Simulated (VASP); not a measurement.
Wanted: the native input for a VASP 6.6.1 run.

| Property | Result |
| --- | --- |
| Task | single point |
| Functional | PBE |
| Potentials or basis | VASP PAW PBE potentials, release 64 (Cu) |
| Cutoff | 520 eV |
| k mesh | 18 × 18 × 18 |
| Occupations | fermi-dirac, width 0.0612256 eV |
| Spin | no spin polarisation |
| Dipole correction | no |
| Further INCAR settings | ALGO = Normal; EDIFF = 1e-07; NBANDS = 18 |

The structure of Cu lies in POSCAR:

```
Cu
1.0
    0.0000000000      2.6944661692      2.6944661692
    2.6944661692      0.0000000000      2.6944661692
    2.6944661692      2.6944661692      0.0000000000
Cu
2
Direct
    0.0000000000      0.0000000000      0.0000000000
    0.2500000000      0.2500000000      0.2500000000
```

One way to write it, as run:

INCAR

```
SYSTEM = Cu
PREC     = Accurate       ! precision mode
ENCUT    = 520            ! plane-wave cutoff, eV
EDIFF    = 1E-7           ! SCF threshold, eV
ISMEAR   = -1             ! smearing method
SIGMA    = 0.06122561905347299 ! smearing width, eV
LREAL    = .FALSE.        ! projectors in reciprocal space
LASPH    = .TRUE.         ! aspherical terms in the spheres
NELM     = 100            ! most SCF steps
ALGO     = Normal         ! electronic algorithm
ISIF     = 2              ! what is computed and relaxed
LWAVE    = .FALSE.        ! write WAVECAR
LCHARG   = .FALSE.        ! write CHGCAR
GGA      = PE             ! functional
NBANDS   = 18             ! bands
```

KPOINTS

```
Automatic mesh
0
G
  18 18 18
  0 0 0
```

Potentials or basis: VASP PAW PBE potentials, release 64 (Cu).

Run with:

```sh
$ cat potpaw_PBE.64/Cu/POTCAR > POTCAR
$ mpirun -np 1 vasp_std > vasp.out
```

Results of the run:

```yaml
Pressure: -0.8 GPa
Band_gap_on_the_k_mesh: zero (band 11 reaches 3.18 eV, above the bottom of band 12 at 2.22 eV)
```

Run time: 2.3 min on 1 thread of Intel(R) Xeon(R) Platinum 8259CL CPU @ 2.50GHz (Skylake/Cascade Lake) (shared host), peak memory 0.24 GiB.
